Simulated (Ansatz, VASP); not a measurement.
**BN in VASP and in Ansatz**

File POSCAR:

```
BN
1.0
    0.0000000000      3.4953158300      2.1660912400
    1.2516321000      0.0000000000      2.1660912400
    1.2516321000      3.4953158300      0.0000000000
B N
1 1
Direct
    0.0000486500      0.0000486500      0.9999513500
    0.7359005005      0.7359005005      0.2640994995
```

The input INCAR.step1:

```
SYSTEM = BN
PREC = Accurate
ENCUT = 520
ISMEAR = 0
SIGMA = 0.05
LREAL = .False.
LASPH = .True.
NELM = 80
NBANDS = 11
GGA = PE
ALGO = Normal
EDIFF = 1E-4
LWAVE = .True.
LCHARG = .False.
```

Contents of INCAR.step2:

```
SYSTEM = BN
PREC = Accurate
ENCUT = 520
EDIFF = 1E-6
ISMEAR = 0
SIGMA = 0.05
LREAL = .False.
LASPH = .True.
NELM = 80
ALGO = Normal
ISIF = 2
LWAVE = .False.
LCHARG = .True.
METAGGA = R2SCAN
LMIXTAU = .True.
LELF = .True.
LVHAR = .True.
NBANDS = 11
ISTART = 1
```

Contents of KPOINTS:

```
Automatic mesh
0
Gamma
  12 12 12
  0 0 0
```

Input for Ansatz:

```yaml
crystal:
  lattice:
    - [0.0, 3.49531583, 2.16609124]
    - [1.2516321, 0.0, 2.16609124]
    - [1.2516321, 3.49531583, 0.0]
  atoms:
    - { symbol: B, position: [4.865e-05, 4.865e-05, 0.99995135] }
    - { symbol: "N", position: [0.7359005005, 0.7359005005, 0.2640994995] }
basis:
  ecutwfc: 500
kpoints:
  mp_grid: { grid: [12, 12, 12] }
hamiltonian:
  xc: r2scan
scf:
  occupations: { method: gaussian, width: 0.05 }
output:
  forces: true
  stress: true
  eigenvalues: true
  write_density: true
  write_potential: true
  elf: true
  volumetric_format: npy
```

Alike in both runs: task single point; functional r2SCAN; k mesh 12 × 12 × 12; occupations gaussian, width 0.05 eV; no spin polarisation.

|  | VASP | Ansatz |
| --- | --- | --- |
| version | VASP 6.6.1 | Ansatz 0.2.0 |
| potentials or method | VASP PAW PBE potentials, release 64 (B, N), cutoff 520 eV | scalar-relativistic, plane waves, PAW |
| valence electrons in the cell | 8 | 8 |

```csv
,VASP,Ansatz,Ansatz less VASP
gap on the k mesh at the Fermi level (eV),1.94,1.93,-0.010
least direct gap on the mesh (eV),3.87,3.89,+0.023
rms of the force components (eV/Å),12.879,12.774,-0.1049
```

VASP's potentials were made for PBE, not for r2SCAN. Atom by atom the forces differ by 0.105 eV/Å (rms over components).
